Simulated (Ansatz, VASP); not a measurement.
# One calculation of Nb4P3, two programs

INCAR

```
PREC = Accurate ; ENCUT = 520
EDIFF = 1E-6 ; ISMEAR = 0
SIGMA = 0.1 ; LREAL = False
LASPH = True ; NELM = 80
ALGO = Normal ; ISIF = 2
LWAVE = False ; LCHARG = False
GGA = PE ; NBANDS = 42
```

File KPOINTS:

```
Automatic mesh
0
Gamma
  6 6 2
```

File POSCAR:

```
Nb4P3
1.0
    3.6062445800      0.0000000000      0.0000000000
    0.0000000000      3.6062445800      0.0000000000
    0.0000000000      0.0000000000     10.2000000000
Nb P
4 3
Direct
    0.0000000000      0.0000000000      0.0000000000
    0.5000000000      0.5000000000      0.7500000000
    0.0000000000      0.0000000000      0.5000000000
    0.5000000000      0.5000000000      0.2500000000
    0.0000000000      0.0000000000      0.7500000000
    0.5000000000      0.5000000000      0.5000000000
    0.0000000000      0.0000000000      0.2500000000
```

Input for Ansatz:

```yaml
crystal:
  lattice:
    - [3.60624458, 0.0, 0.0]
    - [0.0, 3.60624458, 0.0]
    - [0.0, 0.0, 10.2]
  atoms:
    - { symbol: Nb, position: [0.0, 0.0, 0.0] }
    - { symbol: Nb, position: [0.5, 0.5, 0.75] }
    - { symbol: Nb, position: [0.0, 0.0, 0.5] }
    - { symbol: Nb, position: [0.5, 0.5, 0.25] }
    - { symbol: P, position: [0.0, 0.0, 0.75] }
    - { symbol: P, position: [0.5, 0.5, 0.5] }
    - { symbol: P, position: [0.0, 0.0, 0.25] }
basis:
  ecutwfc: 420
kpoints:
  mp_grid: { grid: [6, 6, 2] }
hamiltonian:
  xc: pbe
scf:
  occupations: { method: gaussian, width: 0.1 }
  lower_state_search: "off"
output:
  forces: true
  stress: true
  eigenvalues: true
```

Change from the starting cell: ordered vacancies on the anion sites of rock salt (P4/mmm, No. 123).

Alike in both runs: task single point; functional PBE; k mesh 6 × 6 × 2; occupations gaussian, width 0.1 eV; no spin polarisation.

|  | VASP | Ansatz |
| --- | --- | --- |
| version | VASP 6.6.1 | Ansatz 0.2.0 |
| potentials or method | VASP PAW PBE potentials, release 64 (Nb_sv, P), cutoff 520 eV | scalar-relativistic, plane waves, PAW |
| valence electrons in the cell | 67 | 67 |

```csv
,VASP,Ansatz,Ansatz less VASP
gap on the k mesh at the Fermi level (eV),none,none,-
pressure (GPa),-11.7,-11.5,+0.26
"traceless stress, the component that is largest in VASP (GPa)",-2.97,-2.99,-0.020
rms of the force components (eV/Å),0.314,0.316,+0.0013
```

Atom by atom the forces differ by 0.003 eV/Å (rms over components). A gap of «none» marks a metal or a gap that the smearing closes. The functional is the same, so the differences come from potentials, cutoffs and numerics.
